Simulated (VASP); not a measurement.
A run of VASP 6.6.1 is set up as follows.

The input POSCAR:

```
WSe2
1.0
    3.3152385058      0.0000000000      0.0000000000
   -1.6576192529      2.8710807656      0.0000000000
    0.0000000000      0.0000000000     13.7114352976
W Se
2 4
Direct
    0.3333333333      0.6666666667      0.2500000000
    0.6666666667      0.3333333333      0.7500000000
    0.3333333333      0.6666666667      0.6288227360
    0.6666666667      0.3333333333      0.1288227360
    0.3333333333      0.6666666667      0.8711772640
    0.6666666667      0.3333333333      0.3711772640
```

Contents of INCAR.step1:

```
SYSTEM = WSe2
ALGO     = Normal         ! electronic algorithm
EDIFF    = 1E-4           ! SCF threshold, eV
ENCUT    = 520            ! plane-wave cutoff, eV
GGA      = PE             ! functional
ISMEAR   = 0              ! smearing method
LASPH    = .TRUE.         ! aspherical terms in the spheres
LCHARG   = .FALSE.        ! write CHGCAR
LREAL    = .FALSE.        ! projectors in reciprocal space
LWAVE    = .TRUE.         ! write WAVECAR
NBANDS   = 35             ! bands
NELM     = 80             ! most SCF steps
PREC     = Accurate       ! precision mode
SIGMA    = 0.02           ! smearing width, eV
```

The input INCAR.step2:

```
SYSTEM = WSe2
ALGO     = Normal         ! electronic algorithm
EDIFF    = 1E-6           ! SCF threshold, eV
ENCUT    = 520            ! plane-wave cutoff, eV
ISIF     = 2              ! what is computed and relaxed
ISMEAR   = 0              ! smearing method
ISTART   = 1            
LASPH    = .TRUE.         ! aspherical terms in the spheres
LCHARG   = .FALSE.        ! write CHGCAR
LMIXTAU  = .TRUE.       
LREAL    = .FALSE.        ! projectors in reciprocal space
LWAVE    = .FALSE.        ! write WAVECAR
METAGGA  = R2SCAN         ! meta-GGA
NBANDS   = 35             ! bands
NELM     = 80             ! most SCF steps
PREC     = Accurate       ! precision mode
SIGMA    = 0.02           ! smearing width, eV
```

File KPOINTS:

```
k-points
0
G
  12 12 2
  0 0 0
```

Potentials or basis: VASP PAW PBE potentials, release 64 (W_sv, Se).

Launch:

```bash
$ cat potpaw_PBE.64/W_sv/POTCAR potpaw_PBE.64/Se/POTCAR > POTCAR
$ cp INCAR.step1 INCAR
$ mpirun -np 1 vasp_std > vasp.out
$ cp INCAR.step2 INCAR
$ mpirun -np 1 vasp_std > vasp.out
```

Predict the pressure.

0.3 GPa.

What does it give for the band gap on the k mesh?

1.34 eV (least direct gap 1.58 eV).

What does it give for the largest force?

0.045 eV/Å.

Forces in eV/Å, atoms in the order of the input:
```
W    0.000  0.000  0.000
W    0.000  0.000  0.000
Se   0.000  0.000 -0.045
Se   0.000  0.000 -0.045
Se   0.000  0.000  0.045
Se   0.000  0.000  0.045
```

Caveat: the PAW data sets were made with another functional, which shifts forces and pressure a little; spin-orbit coupling is left out, which moves the levels of the heavy elements.

**Experimental background.**

From “Time-resolved XUV ARPES with tunable 24–33 eV laser pulses at 30 meV resolution”, 2019, pmc:6684652, for a bulk crystal of WSe2: band gap 1.3 eV (indirect).

A measured gap of WSe2 is 1.3 eV (indirect; “Time-resolved XUV ARPES with tunable 24–33 eV laser pulses at 30 meV resolution”, 2019, pmc:6684652); the calculated 1.34 eV misses it by +0.04 eV. Spin-orbit coupling on Se, W is left out. The value is that of r2SCAN on a finite k mesh, which can miss the band edges, without temperature or zero-point motion.
